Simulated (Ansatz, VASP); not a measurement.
Two plane-wave programs on SiO2

```
Si O
1.0
    -2.37405    2.37405    3.74400
     2.37405   -2.37405    3.74400
     2.37405    2.37405   -3.74400
Si O
2 4
Direct
  0.00000 0.00000 0.00000
  0.75000 0.25000 0.50000
  0.99838 0.62500 0.87338
  0.37500 0.24838 0.37338
  0.75162 0.12500 0.12662
  0.87500 0.00162 0.62662
```

Alike in both runs: task single point; functional r2SCAN; k mesh 4 × 4 × 4; occupations gaussian, width 0.02 eV; no spin polarisation.

```csv
,VASP,Ansatz
version,VASP 6.6.1,Ansatz 0.2.0
potentials or method,"VASP PAW PBE potentials, release 64 (Si, O), cutoff 520 eV","scalar-relativistic, plane waves, PAW"
valence electrons in the cell,32,32
```

Ansatz gave:

* gap on the k mesh at the Fermi level (eV): 6.70
* least direct gap on the mesh (eV): 6.70
* pressure (GPa): -1.3
* traceless stress, the component that is largest in VASP (GPa): -1.36
* rms of the force components (eV/Å): 0.091

**Question.** What did VASP give for the same quantities?

**Answer.** gap on the k mesh at the Fermi level (eV): 6.69; least direct gap on the mesh (eV): 6.69; pressure (GPa): -1.1; traceless stress, the component that is largest in VASP (GPa): -1.30; rms of the force components (eV/Å): 0.088.

VASP's potentials were made for PBE, not for r2SCAN. Atom by atom the forces differ by 0.003 eV/Å (rms over components). The functional is the same, so the differences come from potentials, cutoffs and numerics.

The k mesh is coarse, so the values compare programs but aren't converged.
